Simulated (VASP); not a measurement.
Wanted: the native input for a VASP 6.6.1 run.

```
Task                   : single point
Functional             : PBE
Potentials or basis    : VASP PAW PBE potentials, release 64 (Li_sv, Mg, Cl)
Cutoff                 : 520 eV
k mesh                 : 4 × 4 × 4
Occupations            : gaussian, width 0.1 eV
Spin                   : no spin polarisation
Dipole correction      : no
Further INCAR settings : ALGO = Normal; EDIFF = 1e-06; NBANDS = 25
```

The structure of Li3MgCl3 lies in POSCAR:

```
Li3MgCl3
1.0
    3.5330010294     -3.5393414982      0.0000000000
    3.5330010294      3.5393414982      0.0000000000
    0.0000000000      0.0000000000      5.8299489848
Li Mg Cl
3 1 3
Direct
    0.5000000000      0.5000000000      0.5496559731
    0.5000000000      0.0000000000      0.1660565570
    0.0000000000      0.5000000000      0.1660565570
    0.0000000000      0.0000000000     -0.1782339100
    0.5000000000      0.5000000000      1.1269062085
    0.0000000000      0.5000000000      0.5847793072
    0.5000000000      0.0000000000      0.5847793072
```

One way to write it, as run:

INCAR

```
SYSTEM = Li3MgCl3
PREC = Accurate
ENCUT = 520
EDIFF = 1E-6
ISMEAR = 0
SIGMA = 0.1
LREAL = .FALSE.
LASPH = .TRUE.
NELM = 60
ALGO = Normal
ISIF = 2
LWAVE = .FALSE.
LCHARG = .FALSE.
GGA = PE
NBANDS = 25
```

KPOINTS

```
Automatic mesh
0
G
  4 4 4
  0 0 0
```

Potentials or basis: VASP PAW PBE potentials, release 64 (Li_sv, Mg, Cl).

Command:

```sh
$ cat potpaw_PBE.64/Li_sv/POTCAR potpaw_PBE.64/Mg/POTCAR potpaw_PBE.64/Cl/POTCAR > POTCAR
$ mpirun -np 1 vasp_std > vasp.out
```

Results of the run:

```
Largest force          : 0.012 eV/Å
Band gap on the k mesh : 1.33 eV, indirect (least direct gap 1.74 eV)
```

Wall time 70 s on 1 thread of Intel(R) Xeon(R) Platinum 8488C (Sapphire Rapids) (shared host), peak memory 0.29 GiB.
